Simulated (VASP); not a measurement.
# Rb (Fmmm) in VASP: further runs

Rb is run at these levels: LDA; tasks: single point.

Everything below comes from runs of VASP 6.6.1. Logs are shortened: lines on timing, memory, paths and dates and some standing lists are left out, and cuts for length are marked.

### Step 1. The cell of the first run

It takes space group Fmmm (No. 69, orthorhombic). Conventional cell: a = 5.388 Å, b = 7.087 Å, c = 7.353 Å, α = 90.00°, β = 90.00°, γ = 90.00°. Rb (site symmetry mmm) has 14 Rb at 4.45 to 5.39 Å within 5.8 Å.

### Step 2. Single point, LDA

File INCAR:

```
  ALGO = Fast
  EDIFF = 1E-6
  ENCUT = 520
  ISIF = 2
  ISMEAR = 0
  LASPH = True
  LCHARG = False
  LREAL = False
  LWAVE = False
  NBANDS = 10
  NELM = 60
  PREC = Accurate
  SIGMA = 0.15
```

File KPOINTS:

```
k-points
0
Gamma
  12 12 12
```

File POSCAR:

```
Rb
1.0
   -2.5997549468      2.5997549468      2.6940465770
    2.5997549468     -2.5997549468      2.6940465770
    2.5054633166      2.5054633166     -2.6940465770
Rb
1
Direct
    0.0000000000      0.0000000000      0.0000000000
```

Potentials or basis: VASP PAW LDA potentials, release 64 (Rb_sv).

On the command line:

```sh
$ cat potpaw_LDA.64/Rb_sv/POTCAR > POTCAR
$ mpirun -np 1 vasp_std > vasp.out
```

OUTCAR:

```text
EDIFF = 1E-6
   ENCUT = 520
   ISIF = 2
   ISMEAR = 0
   LASPH = True
   LREAL = False
   NELM = 60
   PREC = Accurate

 ion  position               nearest neighbor table
   1  0.000  0.000  0.000-

  LATTYP: Found a face centered orthorhombic cell.
 ALAT       =     5.3880931540
 B/A-ratio  =     1.3152186130
 C/A-ratio  =     1.3647160877

  Lattice vectors:

 A1 = (  -0.0942916302,   5.1052182634,   0.0000000000)
 A2 = (  -2.5997549468,   2.5997549468,   2.6940465770)
 A3 = (   2.5054633166,   2.5054633166,   2.6940465770)

Analysis of symmetry for initial positions (statically):
=====================================================================
 Subroutine PRICEL returns:
 Original cell was already a primitive cell.

 Routine SETGRP: Setting up the symmetry group for a
 face centered orthorhombic supercell.

 Subroutine GETGRP returns: Found  8 space group operations
 (whereof  8 operations were pure point group operations)
 out of a pool of  8 trial point group operations.

The static configuration has the point symmetry D_2h.

Analysis of symmetry for dynamics (positions and initial velocities):
=====================================================================
 Subroutine PRICEL returns:
 Original cell was already a primitive cell.

 Routine SETGRP: Setting up the symmetry group for a
 face centered orthorhombic supercell.

 Subroutine GETGRP returns: Found  8 space group operations
 (whereof  8 operations were pure point group operations)
 out of a pool of  8 trial point group operations.

The dynamic configuration has the point symmetry D_2h.

 Subroutine INISYM returns: Found  8 space group operations
 (whereof  8 operations are pure point group operations),
 and found     1 'primitive' translations

----------------------------------------------------------------------------------------

                                     Primitive cell

  volume of cell :      70.1917

  direct lattice vectors                    reciprocal lattice vectors
    -2.599754947  2.599754947  2.694046577     0.003619034  0.195944853  0.185594416
     2.599754947 -2.599754947  2.694046577     0.195944853  0.003619034  0.185594416
     2.505463317  2.505463317 -2.694046577     0.199563888  0.199563888  0.000000000

  length of vectors
     4.557997206  4.557997206  4.451132420     0.269912523  0.269912523  0.282225957

  position of ions in fractional coordinates (direct lattice)
     0.000000000  0.000000000  0.000000000

  ion indices of the primitive-cell ions
   primitive index   ion index
                 1           1

----------------------------------------------------------------------------------------

 KPOINTS: k-points

Automatic generation of k-mesh.
 Grid dimensions read from file:
 generate k-points for:   12   12   12

 Generating k-lattice:

  Cartesian coordinates                     Fractional coordinates (reciprocal lattice)
     0.000301586  0.016328738  0.015466201     0.083333333 -0.000000000  0.000000000
     0.016328738  0.000301586  0.015466201    -0.000000000  0.083333333  0.000000000
     0.016630324  0.016630324  0.000000000     0.000000000  0.000000000  0.083333333

  Length of vectors
     0.022492710  0.022492710  0.023518830

  Shift w.r.t. Gamma in fractional coordinates (k-lattice)
     0.000000000  0.000000000  0.000000000

 Subroutine IBZKPT returns following result:
 ===========================================

 Found    280 irreducible k-points:

 Following reciprocal coordinates:
            Coordinates               Weight
  0.000000  0.000000  0.000000      1.000000
  0.083333 -0.000000  0.000000      8.000000
  0.166667 -0.000000 -0.000000      8.000000
  0.250000  0.000000 -0.000000      8.000000
  0.333333  0.000000 -0.000000      8.000000
  0.416667 -0.000000  0.000000      8.000000
[... 16 lines left out ...]
  0.500000  0.166667  0.000000      8.000000
 -0.416667  0.166667  0.000000      8.000000
 [... further k-points ...]
   k-points           NKPTS =    280   k-points in BZ     NKDIM =    280   number of bands    NBANDS=     10
   number of dos      NEDOS =    301   number of ions     NIONS =      1
   total plane-waves  NPLWV =  46656
   dimension x,y,z NGX =    36 NGY =   36 NGZ =   36
   dimension x,y,z NGXF=    72 NGYF=   72 NGZF=   72
   ions per type =               1
   NGX,Y,Z   is equivalent  to a cutoff of  13.13, 13.13, 13.45 a.u.
   NGXF,Y,Z  is equivalent  to a cutoff of  26.26, 26.26, 26.89 a.u.
 SYSTEM =  unknown system
   PREC   = accura    normal or accurate (medium, high low for compatibility)
   ISTART =      0    job   : 0-new  1-cont  2-samecut
   ICHARG =      2    charge: 1-file 2-atom 10-const
   ISPIN  =      1    spin polarized calculation?
   LNONCOLLINEAR =      F non collinear calculations
   LSORBIT =      F    spin-orbit coupling
   LASPH  =      T    aspherical Exc in radial PAW
   ENCUT  =  520.0 eV  38.22 Ry    6.18 a.u.   8.47  8.47  8.28*2*pi/ulx,y,z
   NELM   =     60;   NELMIN=  2; NELMDL= -5     # of ELM steps
   EDIFF  = 0.1E-05   stopping-criterion for ELM
   LREAL  =      F    real-space projection
   EDIFFG = 0.1E-04   stopping-criterion for IOM
   NSW    =      0    number of steps for IOM
   IBRION =     -1    ionic relax: 0-MD 1-quasi-New 2-CG
   NFREE  =      0    steps in history (QN), initial steepest desc. (CG)
   ISIF   =      2    stress and relaxation
   ISYM   =      2    0-nonsym 1-usesym 2-fastsym
   POTIM  = 0.5000    time-step for ionic-motion
   TEBEG  =    0.0;   TEEND  =   0.0 temperature during run
   PSTRESS=    0.0 pullay stress
   NELECT =       9.0000    total number of electrons
   NUPDOWN=      -1.0000    fix difference up-down
   EMIN   =  10.00;   EMAX   =-10.00  energy-range for DOS
   EFERMI =   0.00;   METHOD = LEGACY
   ISMEAR =     0;   SIGMA  =   0.15  broadening in eV -4-tet -1-fermi 0-gaus
   EFERMI_NEDOS =   21; number of points for ismear=-14 and -15
   IALGO  =     68    algorithm
   IMIX   =      4    mixing-type and parameters
     AMIX     =   0.40;   BMIX     =  1.00
     AMIX_MAG =   1.60;   BMIX_MAG =  1.00
  volume/ion in A,a.u.               =      70.19       473.68
  Fermi-wavevector in a.u.,A,eV,Ry     =   0.825519  1.560005  9.272124  0.681482
  Thomas-Fermi vector in A             =   1.937392
   LORBIT       =      0    0 simple, 1 ext, 2 COOP (PROOUT), +10 PAW based schemes
   GGA     = CA    functional components
   LHFCALC =     F    Hartree Fock is set to
   AEXX    =    0.0000 exact exchange contribution
   IVDW    =     0    specifies the selected vdW correction
   LEPSILON=     F    determine dielectric tensor
   LRPA    =     F    only Hartree local field effects (RPA)
 non-spin polarized calculation
 RMM-DIIS sequential band-by-band and
 Gauss-broadening in eV      SIGMA  =   0.15
  energy-cutoff  :      520.00
  volume of cell :       70.19
 maximum number of plane-waves:      1909
 NGX is ok and might be reduce to    36
   NGX = 17   NGY = 17   NGZ = 17

 number of electron       9.0000000 magnetization

 Free energy of the ion-electron system (eV)
  ---------------------------------------------------
  ext. energy  EPLUGINS =         0.00000000
  ---------------------------------------------------
  free energy    TOTEN  =        -1.05382515 eV

  energy without entropy =       -1.04235423  energy(sigma->0) =       -1.04808969

 E-fermi :   0.4307     XC(G=0):  -6.3823

 val. band max:        0.4305875181   @ k =   0.3333   0.1667   0.0000
 cond. band min:       0.4328716350   @ k =  -0.1667  -0.4167   0.1667
 fundamental gap:      0.0022841168
 Fermi energy:         0.4307378704

 k-point     1 :       0.0000    0.0000    0.0000
  band No.  band energies     occupation
      1     -28.2578      2.00000
      2     -12.3189      2.00000
      3     -12.3124      2.00000
      4     -12.3082      2.00000
      5      -1.9176      2.00000
      6       4.0347      0.00000
      7       4.2387      0.00000
      8       4.4166      0.00000
      9       5.1916      0.00000
     10       5.6744      0.00000

 k-point     2 :       0.0833   -0.0000    0.0000
  band No.  band energies     occupation
      1     -28.2568      2.00000
      2     -12.3305      2.00000
      3     -12.3197      2.00000
      4     -12.3109      2.00000
      5      -1.8131      2.00000
      6       3.9694      0.00000
      7       4.1418      0.00000
      8       4.4399      0.00000
      9       5.0423      0.00000
     10       5.5804      0.00000

 k-point     3 :       0.1667   -0.0000   -0.0000
  band No.  band energies     occupation
      1     -28.2541      2.00000
      2     -12.3747      2.00000
      3     -12.3325      2.00000
      4     -12.3118      2.00000
      5      -1.5099      2.00000
      6       3.5667      0.00000
      7       3.8571      0.00000
      8       4.6948      0.00000
      9       4.9709      0.00000
     10       5.4668      0.00000

 k-point     4 :       0.2500    0.0000   -0.0000
  band No.  band energies     occupation
      1     -28.2505      2.00000
      2     -12.4350      2.00000
      3     -12.3498      2.00000
      4     -12.3119      2.00000
      5      -1.0388      2.00000
      6       2.9450      0.00000
      7       3.5561      0.00000
      8       5.0855      0.00000
      9       5.1631      0.00000
     10       5.4660      0.00000
[... 222 lines left out ...]
 k-point    22 :       0.4167    0.1667   -0.0000
  band No.  band energies     occupation
      1     -28.2424      2.00000
      2     -12.5307      2.00000
      3     -12.4084      2.00000
      4     -12.3257      2.00000
      5       0.8465      0.00009
      6       1.4940      0.00000
      7       2.6910      0.00000
      8       4.8704      0.00000
      9       5.9988      0.00000
     10       6.3883      0.00000

 k-point    23 :       0.5000    0.1667    0.0000
  band No.  band energies     occupation
      1     -28.2435      2.00000
      2     -12.5164      2.00000
      3     -12.4030      2.00000
      4     -12.3272      2.00000
      5       0.4419      0.91653
      6       1.8366      0.00000
      7       2.7507      0.00000
      8       4.9630      0.00000
      9       5.8787      0.00000
     10       6.3571      0.00000

 k-point    24 :      -0.4167    0.1667    0.0000
  band No.  band energies     occupation
      1     -28.2459      2.00000
      2     -12.4871      2.00000
      3     -12.3837      2.00000
      4     -12.3275      2.00000
      5      -0.1783      2.00000
      6       2.3211      0.00000
      7       2.9090      0.00000
      8       5.0368      0.00000
      9       5.7216      0.00000
     10       6.1010      0.00000

 [... further k-points ...]

------------------------ aborting loop because EDIFF is reached ----------------------------------------

  FORCE on cell =-STRESS in cart. coord.  units (eV):
  Direction    XX          YY          ZZ          XY          YZ          ZX
  --------------------------------------------------------------------------------------
  -------------------------------------------------------------------------------------
  Total        0.1938508      0.1938508      0.1941606      0.0363206     -0.0000000      0.0000000
  in kB        4.4247905      4.4247905      4.4318599      0.8290453     -0.0000000      0.0000000
  external PRESSURE =       4.4271470 kB  Pullay stress =       0.0000000 kB

 VOLUME and BASIS-vectors are now :
 -----------------------------------------------------------------------------
  energy-cutoff  :      520.00
  volume of cell :       70.19
      direct lattice vectors                 reciprocal lattice vectors
    -2.599754947  2.599754947  2.694046577     0.003619034  0.195944853  0.185594416
     2.599754947 -2.599754947  2.694046577     0.195944853  0.003619034  0.185594416
     2.505463317  2.505463317 -2.694046577     0.199563888  0.199563888  0.000000000

 POSITION                                       TOTAL-FORCE (eV/Angst)
 -----------------------------------------------------------------------------------
      0.00000      0.00000      0.00000         0.000000      0.000000      0.000000
 -----------------------------------------------------------------------------------
    total drift:                               -0.000000     -0.000000      0.000000

  FREE ENERGIE OF THE ION-ELECTRON SYSTEM (eV)
  ---------------------------------------------------
  free  energy   TOTEN  =        -1.0538251549 eV

  energy  without entropy=       -1.0423542290  energy(sigma->0) =       -1.04808969
```

Run time: 3.1 min. Hardware: 1 thread of Oxide Virtual Turin-like, shared host; peak memory 0.27 GiB.

Results:

```
Free energy            : -1.0538 eV
Pressure               : 0.4 GPa
Band gap on the k mesh : zero (an odd number of electrons rules out a gap without spin polarisation)
```

Stress tensor (GPa, compression positive):
```
0.44 0.08 0.00
0.08 0.44 0.00
0.00 0.00 0.44
```

### Step 3. Single point, LDA

This run uses another cell than the first one, of 72.81 Å³/atom.

File INCAR:

```
SYSTEM = Rb
ALGO = Fast ; EDIFF = 1E-6
ENCUT = 520 ; GGA = CA
ISIF = 2 ; ISMEAR = 0
LASPH = .TRUE. ; LCHARG = .FALSE.
LREAL = .FALSE. ; LWAVE = .FALSE.
NBANDS = 10 ; NELM = 100
PREC = Accurate ; SIGMA = 0.15
```

File KPOINTS:

```
k-points
0
G
  12 12 12
  0 0 0
```

File POSCAR:

```
Rb
1.0
   -2.6469007619      2.6469007619      2.6940465770
    2.6469007619     -2.6469007619      2.6940465770
    2.5526091317      2.5526091317     -2.6940465770
Rb
1
Direct
    0.0000000000      0.0000000000      0.0000000000
```

Potentials or basis: VASP PAW LDA potentials, release 64 (Rb_sv).

On the command line:

```sh
$ cat potpaw_LDA.64/Rb_sv/POTCAR > POTCAR
$ mpirun -np 1 vasp_std > vasp.out
```

OUTCAR:

```text
SYSTEM = Rb
   EDIFF = 1E-6
   ENCUT = 520
   GGA = CA
   ISIF = 2
   ISMEAR = 0
   LASPH = .TRUE.
   LREAL = .FALSE.
   NELM = 100
   PREC = Accurate

 ion  position               nearest neighbor table
   1  0.000  0.000  0.000-

  LATTYP: Found a face centered orthorhombic cell.
 ALAT       =     5.3880931540
 B/A-ratio  =     1.3399673503
 C/A-ratio  =     1.3894648250

  Lattice vectors:

 A1 = (  -0.0942916302,   5.1995098936,   0.0000000000)
[... 492 lines left out ...]
      8       4.9087      0.00000
      9       5.4932      0.00000
     10       5.8870      0.00000

 [... further k-points ...]

------------------------ aborting loop because EDIFF is reached ----------------------------------------

  FORCE on cell =-STRESS in cart. coord.  units (eV):
  Direction    XX          YY          ZZ          XY          YZ          ZX
  --------------------------------------------------------------------------------------
  -------------------------------------------------------------------------------------
  Total        0.1202692      0.1202692      0.1212762      0.0362994      0.0000000      0.0000000
  in kB        2.6465371      2.6465371      2.6686966      0.7987714      0.0000000      0.0000000
  external PRESSURE =       2.6539236 kB  Pullay stress =       0.0000000 kB

 VOLUME and BASIS-vectors are now :
 -----------------------------------------------------------------------------
  energy-cutoff  :      520.00
  volume of cell :       72.81
      direct lattice vectors                 reciprocal lattice vectors
    -2.646900762  2.646900762  2.694046577     0.003488921  0.192389090  0.185594416
     2.646900762 -2.646900762  2.694046577     0.192389090  0.003488921  0.185594416
     2.552609132  2.552609132 -2.694046577     0.195878011  0.195878011  0.000000000

 POSITION                                       TOTAL-FORCE (eV/Angst)
 -----------------------------------------------------------------------------------
      0.00000      0.00000      0.00000         0.000000      0.000000      0.000000
 -----------------------------------------------------------------------------------
    total drift:                               -0.000000     -0.000000      0.000000

  FREE ENERGIE OF THE ION-ELECTRON SYSTEM (eV)
  ---------------------------------------------------
  free  energy   TOTEN  =        -1.0595901915 eV

  energy  without entropy=       -1.0480936900  energy(sigma->0) =       -1.05384194
```

stdout:

```text
POSCAR found type information on POSCAR Rb
 POSCAR found :  1 types and       1 ions
 scaLAPACK will be used
 LDA part: xc-table for (Slater(with rela. corr.)+CA(PZ))
 , standard interpolation
 POSCAR, INCAR and KPOINTS ok, starting setup
 FFT: planning ... GRIDC
 FFT: planning ... GRID_SOFT
 FFT: planning ... GRID
 WAVECAR not read
 entering main loop
WARNING in EDDRMM: call to ZHEGV failed, returncode =   8  4      7
```

Wall time 3.4 min (1 thread of Oxide Virtual Turin-like, shared host); peak memory 0.28 GiB.

Results:

```yaml
Free_energy: -1.0596 eV
Pressure: 0.3 GPa
Band_gap_on_the_k_mesh: zero (an odd number of electrons rules out a gap without spin polarisation)
```

Stress tensor (GPa, compression positive):
```
0.26 0.08 0.00
0.08 0.26 0.00
0.00 0.00 0.27
```
